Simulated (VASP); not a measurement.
# SiGe3Ru2 (P6/mmm) in VASP: a series of runs

The runs below take SiGe3Ru2 through relaxation of cell and atoms, single point, with PBE.

Everything below comes from runs of VASP 6.6.1. Logs are shortened: lines on timing, memory, paths and dates and some standing lists are left out, and cuts for length are marked.

### Step 1. The cell of the first run

It takes space group P6/mmm (No. 191, hexagonal). Conventional cell: a = 5.873 Å, b = 5.873 Å, c = 3.246 Å, α = 90.00°, β = 90.00°, γ = 120.00°. Within 4.3 Å of Si (site symmetry 6/mmm) lie 2 Si at 3.25 Å and 12 Ge at 3.36 Å and 6 Ru at 3.39 Å. Ge (site symmetry mmm) has 4 Ru at 2.35 Å and 4 Ge at 2.94 Å within 3.1 Å. Ru (site symmetry -6m2) has 6 Ge at 2.35 Å within 3.1 Å.

The cell was generated, and may not be a known phase.

### Step 2. Relaxation of cell and atoms, PBE

INCAR reads:

```
SYSTEM = SiGe3Ru2
ALGO = Normal ; EDIFF = 1E-6
EDIFFG = -0.04 ; ENCUT = 600
GGA = PE ; IBRION = 2
ISIF = 3 ; ISMEAR = 0
LASPH = .TRUE. ; LCHARG = .FALSE.
LREAL = .FALSE. ; LWAVE = .FALSE.
NELM = 80 ; NSW = 90
PREC = Accurate ; SIGMA = 0.1
```

KPOINTS reads:

```
k-points
0
G
  3 3 6
  0 0 0
```

POSCAR reads:

```
SiGe3Ru2
1.0
    5.8731342000      0.0000000000      0.0000000000
   -2.9365671000      5.0862834100      0.0000000000
    0.0000000000      0.0000000000      3.2462515200
Si Ge Ru
1 3 2
Direct
    0.0000000000      0.0000000000      0.0000000000
    0.5000000000      0.0000000000      0.5000000000
    0.5000000000      0.5000000000      0.5000000000
    0.0000000000      0.5000000000      0.5000000000
    0.3333333300      0.6666666700      0.0000000000
    0.6666666700      0.3333333300      0.0000000000
```

Potentials or basis: VASP PAW PBE potentials, release 64 (Si, Ge_d, Ru_pv).

Started as:

```bash
$ cat potpaw_PBE.64/Si/POTCAR potpaw_PBE.64/Ge_d/POTCAR potpaw_PBE.64/Ru_pv/POTCAR > POTCAR
$ mpirun -np 1 vasp_std > vasp.out
```

OUTCAR:

```text
SYSTEM = SiGe3Ru2
   EDIFF = 1E-6
   EDIFFG = -0.04
   ENCUT = 600
   GGA = PE
   IBRION = 2
   ISIF = 3
   ISMEAR = 0
   LASPH = .TRUE.
   LREAL = .FALSE.
   NELM = 80
   NSW = 90
   PREC = Accurate

 ion  position               nearest neighbor table
   1  0.000  0.000  0.000-
   2  0.500  0.000  0.500-   5 2.35   6 2.35   5 2.35   6 2.35
   3  0.500  0.500  0.500-   5 2.35   6 2.35   5 2.35   6 2.35
   4  0.000  0.500  0.500-   5 2.35   6 2.35   5 2.35   6 2.35
   5  0.333  0.667  0.000-   2 2.35   2 2.35   4 2.35   4 2.35   3 2.35   3 2.35
   6  0.667  0.333  0.000-   2 2.35   2 2.35   4 2.35   4 2.35   3 2.35   3 2.35

  LATTYP: Found a hexagonal cell.
 ALAT       =     5.8731342000
 C/A-ratio  =     0.5527289875

  Lattice vectors:

 A1 = (   5.8731342000,   0.0000000000,   0.0000000000)
 A2 = (  -2.9365671000,   5.0862834100,   0.0000000000)
 A3 = (   0.0000000000,   0.0000000000,   3.2462515200)

Analysis of symmetry for initial positions (statically):
=====================================================================
 Subroutine PRICEL returns:
 Original cell was already a primitive cell.

 Routine SETGRP: Setting up the symmetry group for a
 hexagonal supercell.

 Subroutine GETGRP returns: Found 24 space group operations
 (whereof 24 operations were pure point group operations)
 out of a pool of 24 trial point group operations.

The static configuration has the point symmetry D_6h.

Analysis of symmetry for dynamics (positions and initial velocities):
=====================================================================
 Subroutine PRICEL returns:
 Original cell was already a primitive cell.

 Routine SETGRP: Setting up the symmetry group for a
 hexagonal supercell.

 Subroutine GETGRP returns: Found 24 space group operations
 (whereof 24 operations were pure point group operations)
 out of a pool of 24 trial point group operations.

The dynamic configuration has the point symmetry D_6h.

 Subroutine INISYM returns: Found 24 space group operations
 (whereof 24 operations are pure point group operations),
 and found     1 'primitive' translations

----------------------------------------------------------------------------------------

                                     Primitive cell

  volume of cell :      96.9734

  direct lattice vectors                    reciprocal lattice vectors
     5.873134200  0.000000000  0.000000000     0.170266840  0.098303606  0.000000000
    -2.936567100  5.086283410  0.000000000     0.000000000  0.196607212  0.000000000
     0.000000000  0.000000000  3.246251520     0.000000000  0.000000000  0.308047603

  length of vectors
     5.873134200  5.873134194  3.246251520     0.196607212  0.196607212  0.308047603

  position of ions in fractional coordinates (direct lattice)
     0.000000000  0.000000000  0.000000000
     0.500000000  0.000000000  0.500000000
     0.500000000  0.500000000  0.500000000
     0.000000000  0.500000000  0.500000000
     0.333333330  0.666666670  0.000000000
     0.666666670  0.333333330  0.000000000

  ion indices of the primitive-cell ions
   primitive index   ion index
                 1           1
                 2           2
                 3           3
                 4           4
                 5           5
                 6           6

----------------------------------------------------------------------------------------

 KPOINTS: k-points

Automatic generation of k-mesh.
 Grid dimensions read from file:
 generate k-points for:    3    3    6

 Generating k-lattice:

  Cartesian coordinates                     Fractional coordinates (reciprocal lattice)
     0.056755613  0.032767869  0.000000000     0.333333333  0.000000000  0.000000000
     0.000000000  0.065535737  0.000000000     0.000000000  0.333333333  0.000000000
     0.000000000  0.000000000  0.051341267     0.000000000  0.000000000  0.166666667

  Length of vectors
     0.065535737  0.065535737  0.051341267

  Shift w.r.t. Gamma in fractional coordinates (k-lattice)
     0.000000000  0.000000000  0.000000000

 Subroutine IBZKPT returns following result:
 ===========================================

 Found     12 irreducible k-points:

 Following reciprocal coordinates:
            Coordinates               Weight
  0.000000  0.000000  0.000000      1.000000
  0.333333  0.000000  0.000000      6.000000
  0.333333  0.333333  0.000000      2.000000
  0.000000  0.000000  0.166667      2.000000
  0.333333  0.000000  0.166667     12.000000
  0.333333  0.333333  0.166667      4.000000
  0.000000  0.000000  0.333333      2.000000
  0.333333  0.000000  0.333333     12.000000
  0.333333  0.333333  0.333333      4.000000
  0.000000  0.000000  0.500000      1.000000
  0.333333  0.000000  0.500000      6.000000
  0.333333  0.333333  0.500000      2.000000
   k-points           NKPTS =     12   k-points in BZ     NKDIM =     12   number of bands    NBANDS=     44
   number of dos      NEDOS =    301   number of ions     NIONS =      6
   total plane-waves  NPLWV =  64512
   dimension x,y,z NGX =    48 NGY =   48 NGZ =   28
   dimension x,y,z NGXF=    96 NGYF=   96 NGZF=   56
   ions per type =               1   3   2
   NGX,Y,Z   is equivalent  to a cutoff of  13.59, 13.59, 14.34 a.u.
   NGXF,Y,Z  is equivalent  to a cutoff of  27.17, 27.17, 28.68 a.u.
 SYSTEM =  SiGe3Ru2
   PREC   = accura    normal or accurate (medium, high low for compatibility)
   ISTART =      0    job   : 0-new  1-cont  2-samecut
   ICHARG =      2    charge: 1-file 2-atom 10-const
   ISPIN  =      1    spin polarized calculation?
   LNONCOLLINEAR =      F non collinear calculations
   LSORBIT =      F    spin-orbit coupling
   LASPH  =      T    aspherical Exc in radial PAW
   ENCUT  =  600.0 eV  44.10 Ry    6.64 a.u.  11.73 11.73  6.48*2*pi/ulx,y,z
   NELM   =     80;   NELMIN=  2; NELMDL= -5     # of ELM steps
   EDIFF  = 0.1E-05   stopping-criterion for ELM
   LREAL  =      F    real-space projection
   EDIFFG = -.4E-01   stopping-criterion for IOM
   NSW    =     90    number of steps for IOM
   IBRION =      2    ionic relax: 0-MD 1-quasi-New 2-CG
   NFREE  =      1    steps in history (QN), initial steepest desc. (CG)
   ISIF   =      3    stress and relaxation
   ISYM   =      2    0-nonsym 1-usesym 2-fastsym
   POTIM  = 0.5000    time-step for ionic-motion
   TEBEG  =    0.0;   TEEND  =   0.0 temperature during run
   PSTRESS=    0.0 pullay stress
   NELECT =      74.0000    total number of electrons
   NUPDOWN=      -1.0000    fix difference up-down
   EMIN   =  10.00;   EMAX   =-10.00  energy-range for DOS
   EFERMI =   0.00;   METHOD = LEGACY
   ISMEAR =     0;   SIGMA  =   0.10  broadening in eV -4-tet -1-fermi 0-gaus
   EFERMI_NEDOS =   21; number of points for ismear=-14 and -15
   IALGO  =     38    algorithm
   IMIX   =      4    mixing-type and parameters
     AMIX     =   0.40;   BMIX     =  1.00
     AMIX_MAG =   1.60;   BMIX_MAG =  1.00
  volume/ion in A,a.u.               =      16.16       109.07
  Fermi-wavevector in a.u.,A,eV,Ry     =   1.496010  2.827049 30.450467  2.238046
  Thomas-Fermi vector in A             =   2.608081
   LORBIT       =      0    0 simple, 1 ext, 2 COOP (PROOUT), +10 PAW based schemes
   GGA     = PE    functional components
   LHFCALC =     F    Hartree Fock is set to
   AEXX    =    0.0000 exact exchange contribution
   IVDW    =     0    specifies the selected vdW correction
   LEPSILON=     F    determine dielectric tensor
   LRPA    =     F    only Hartree local field effects (RPA)
 conjugate gradient relaxation of ions
 non-spin polarized calculation
 Gauss-broadening in eV      SIGMA  =   0.10
  energy-cutoff  :      600.00
  volume of cell :       96.97
 maximum number of plane-waves:      3295
 NGX is ok and might be reduce to    48
   NGX = 23   NGY = 23   NGZ = 13

--------------------------------------- Ionic step        1  -------------------------------------------

 number of electron      73.9999989 magnetization

 Free energy of the ion-electron system (eV)
  ---------------------------------------------------
  ext. energy  EPLUGINS =         0.00000000
  ---------------------------------------------------
  free energy    TOTEN  =       -33.44020566 eV

  energy without entropy =      -33.41225579  energy(sigma->0) =      -33.42623073

------------------------ aborting loop because EDIFF is reached ----------------------------------------

  FORCE on cell =-STRESS in cart. coord.  units (eV):
  Direction    XX          YY          ZZ          XY          YZ          ZX
  --------------------------------------------------------------------------------------
  -------------------------------------------------------------------------------------
  Total       13.1215364     13.1215364     19.4968055      0.0000000      0.0000000      0.0000000
  in kB      216.7916881    216.7916875    322.1227485      0.0000000      0.0000000      0.0000000
  external PRESSURE =     251.9020414 kB  Pullay stress =       0.0000000 kB
[... 101 lines left out ...]
  FREE ENERGIE OF THE ION-ELECTRON SYSTEM (eV)
  ---------------------------------------------------
  free  energy   TOTEN  =       -34.5186699443 eV

  energy  without entropy=      -34.4839123869  energy(sigma->0) =      -34.50129117

[... ionic steps 4 to 14 ...]

--------------------------------------- Ionic step       15  -------------------------------------------

 number of electron      74.0000029 magnetization

------------------------ aborting loop because EDIFF is reached ----------------------------------------

  FORCE on cell =-STRESS in cart. coord.  units (eV):
  Direction    XX          YY          ZZ          XY          YZ          ZX
  --------------------------------------------------------------------------------------
  -------------------------------------------------------------------------------------
  Total        1.2781200      1.2781200      1.2579913      0.0000000      0.0000000      0.0000000
  in kB       20.1403570     20.1403569     19.8231730      0.0000000      0.0000000      0.0000000
  external PRESSURE =      20.0346289 kB  Pullay stress =       0.0000000 kB
[... 65 lines left out ...]
  energy  without entropy=      -35.1412912200  energy(sigma->0) =      -35.15306528

--------------------------------------- Ionic step       17  -------------------------------------------

 number of electron      74.0000019 magnetization

 Free energy of the ion-electron system (eV)
  ---------------------------------------------------
  ext. energy  EPLUGINS =         0.00000000
  ---------------------------------------------------
  free energy    TOTEN  =       -35.16486256 eV

  energy without entropy =      -35.14301858  energy(sigma->0) =      -35.15394057

 E-fermi :   8.1996     XC(G=0): -11.6764

 val. band max:        8.1902830165   @ k =   0.0000   0.0000   0.3333
 cond. band min:       8.2739488397   @ k =   0.3333   0.3333   0.1667
 fundamental gap:      0.0836658232
 Fermi energy:         8.1995995489

 k-point     1 :       0.0000    0.0000    0.0000
  band No.  band energies     occupation
      1     -34.5233      2.00000
      2     -34.5128      2.00000
      3     -34.0913      2.00000
      4     -34.0913      2.00000
      5     -34.0228      2.00000
      6     -34.0228      2.00000
[... 586 lines left out ...]
  FREE ENERGIE OF THE ION-ELECTRON SYSTEM (eV)
  ---------------------------------------------------
  free  energy   TOTEN  =       -35.1648625566 eV

  energy  without entropy=      -35.1430185780  energy(sigma->0) =      -35.15394057

 reached required accuracy - stopping structural energy minimisation
```

Wall time 20 min (1 thread of Intel Xeon 8259CL, shared host); peak memory 0.29 GiB.

What came out:

* Free energy: -35.1649 eV
* Relaxed volume: 17.31 Å³/atom
* Relaxed cell: a = 5.548 Å, b = 5.548 Å, c = 3.896 Å, α = 90.00°, β = 90.00°, γ = 120.00°
* Space group after relaxing (to 0.1 Å): P6/mmm (No. 191)
* Energy gained by relaxing: 287.4 meV/atom
* Ionic steps: 17
* Pressure after relaxing: 0.1 GPa
* Band gap on the k mesh: zero (bands 37 and 38 overlap by 0.75 eV)

Step by step:
| step | energy change (eV) | largest force (eV/Å) | pressure (GPa) | volume (Å³) |
| --- | --- | --- | --- | --- |
| 1 | 0.0000 | 0.0000 | 25.19 | 96.97 |
| 2 | 0.3823 | 0.0000 | -15.07 | 137.09 |
| 3 | -1.0785 | 0.0000 | -0.92 | 112.98 |
| 4 | -1.0803 | 0.0000 | -0.21 | 112.38 |
| 5 | -1.0803 | 0.0000 | 0.12 | 112.06 |
| 6 | -1.0849 | 0.0000 | 0.04 | 111.89 |
| 7 | -1.1086 | 0.0000 | -0.09 | 111.37 |
| 8 | -1.2320 | 0.0000 | -0.33 | 110.24 |
| 9 | -1.5635 | 0.0000 | -0.83 | 107.71 |
| 10 | -1.6733 | 0.0000 | -0.08 | 101.57 |
| 11 | -1.7147 | 0.0000 | -0.66 | 103.51 |
| 12 | -1.7215 | 0.0000 | -0.84 | 104.84 |
| 13 | -1.7233 | 0.0000 | -0.72 | 104.39 |
| 14 | -1.7233 | 0.0000 | -0.75 | 104.57 |
| 15 | -1.7100 | 0.0000 | 2.00 | 101.68 |
| 16 | -1.7246 | 0.0000 | -0.16 | 103.93 |
| 17 | -1.7247 | 0.0000 | 0.11 | 103.86 |

Final structure:
```
Si Ge Ru
1.0
     5.54817    0.00000    0.00000
    -2.77408    4.80486    0.00000
     0.00000    0.00000    3.89604
Si Ge Ru
1 3 2
Direct
  0.00000 0.00000 0.00000
  0.50000 0.00000 0.50000
  0.50000 0.50000 0.50000
  0.00000 0.50000 0.50000
  0.33333 0.66667 0.00000
  0.66667 0.33333 0.00000
```

Caveat: the k points lie up to 0.44 Å⁻¹ apart in the final cell, too coarse for converged energies and pressures of a metal; a cell axis changed by over 15 % at a fixed basis, so the end point is rough.

### Step 3. Relaxation of cell and atoms, PBE

This run uses another cell than the first one, of 17.30 Å³/atom.

INCAR reads:

```
  ALGO = Normal
  EDIFF = 1E-7
  EDIFFG = -0.04
  ENCUT = 600
  GGA = PE
  IBRION = 2
  ISIF = 3
  ISMEAR = 0
  LASPH = True
  LCHARG = False
  LREAL = False
  LWAVE = False
  NELM = 60
  NSW = 90
  PREC = Accurate
  SIGMA = 0.1
```

KPOINTS reads:

```
k-points
0
Gamma
  6 6 4
```

POSCAR reads:

```
SiGe3Ru2
1.0
    5.5420776659      0.0000000000      0.0000000000
   -2.7710388329      4.7995800484      0.0000000000
    0.0000000000      0.0000000000      3.9022541945
Si Ge Ru
1 3 2
Direct
    0.0000000000      0.0000000000      0.0000000000
    0.5000000000      0.0000000000      0.5000000000
    0.5000000000      0.5000000000      0.5000000000
    0.0000000000      0.5000000000      0.5000000000
    0.3333333333      0.6666666667      0.0000000000
    0.6666666667      0.3333333333      0.0000000000
```

Potentials or basis: VASP PAW PBE potentials, release 64 (Si, Ge_d, Ru_pv).

Started as:

```bash
$ cat potpaw_PBE.64/Si/POTCAR potpaw_PBE.64/Ge_d/POTCAR potpaw_PBE.64/Ru_pv/POTCAR > POTCAR
$ mpirun -np 1 vasp_std > vasp.out
```

Wall time 12 min (1 thread of Intel Xeon 8259CL, shared host); peak memory 0.34 GiB.

The run converged. Its results:

```yaml
Free_energy: -35.2389 eV
Relaxed_volume: 17.12 Å³/atom
Relaxed_cell: a = 5.470 Å, b = 5.470 Å, c = 3.964 Å, α = 90.00°, β = 90.00°, γ = 120.00°
Space_group_after_relaxing_to_0.1_Å: P6/mmm (No. 191)
Energy_gained_by_relaxing: 3.1 meV/atom
Ionic_steps: 5
Pressure_after_relaxing: 0.0 GPa
Band_gap_on_the_k_mesh: zero (bands 37 and 38 overlap by 1.08 eV)
```

Stress tensor (GPa, compression positive):
```
-0.03  0.00  0.00
 0.00 -0.03  0.00
 0.00  0.00  0.13
```

The path:
| step | energy change (eV) | largest force (eV/Å) | pressure (GPa) | volume (Å³) |
| --- | --- | --- | --- | --- |
| 1 | 0.0000 | 0.0000 | -0.13 | 103.80 |
| 2 | -0.0144 | 0.0000 | -0.49 | 103.58 |
| 3 | -0.0173 | 0.0000 | -0.75 | 103.41 |
| 4 | -0.0169 | 0.0000 | 0.91 | 101.98 |
| 5 | -0.0189 | 0.0000 | 0.02 | 102.73 |

Final structure:
```
Si Ge Ru
1.0
     5.47002    0.00000    0.00000
    -2.73501    4.73718    0.00000
     0.00000    0.00000    3.96431
Si Ge Ru
1 3 2
Direct
  0.00000 0.00000 0.00000
  0.50000 0.00000 0.50000
  0.50000 0.50000 0.50000
  0.00000 0.50000 0.50000
  0.33333 0.66667 0.00000
  0.66667 0.33333 0.00000
```

Levels at points of the mesh, in eV from the Fermi level:
| k point | band 33 | band 34 | band 35 | band 36 | band 37 | band 38 | band 39 | band 40 | band 41 | band 42 |
| --- | --- | --- | --- | --- | --- | --- | --- | --- | --- | --- |
| (0.00, 0.00, 0.00) | -1.70 | -1.70 | -1.16 | -1.16 | -0.10 | -0.10 | 1.13 | 2.95 | 3.02 | 3.27 |
| (0.50, 0.00, 0.00) | -1.50 | -1.49 | -0.63 | 0.30 | 0.82 | 1.05 | 1.16 | 1.32 | 1.62 | 2.74 |
| (0.00, 0.00, 0.50) | -3.00 | -1.69 | -1.57 | -0.94 | 0.44 | 0.44 | 0.99 | 0.99 | 1.28 | 1.28 |
| (0.50, 0.00, 0.50) | -2.18 | -1.90 | -1.78 | -0.82 | -0.50 | 0.41 | 0.66 | 1.32 | 2.67 | 3.00 |

Caveat: the k points lie up to 0.40 Å⁻¹ apart in the final cell, too coarse for converged energies and pressures of a metal.

(Part 1 of 2 ends here.)

The gap in the log of VASP goes by the Fermi energy; the results here count the filled bands.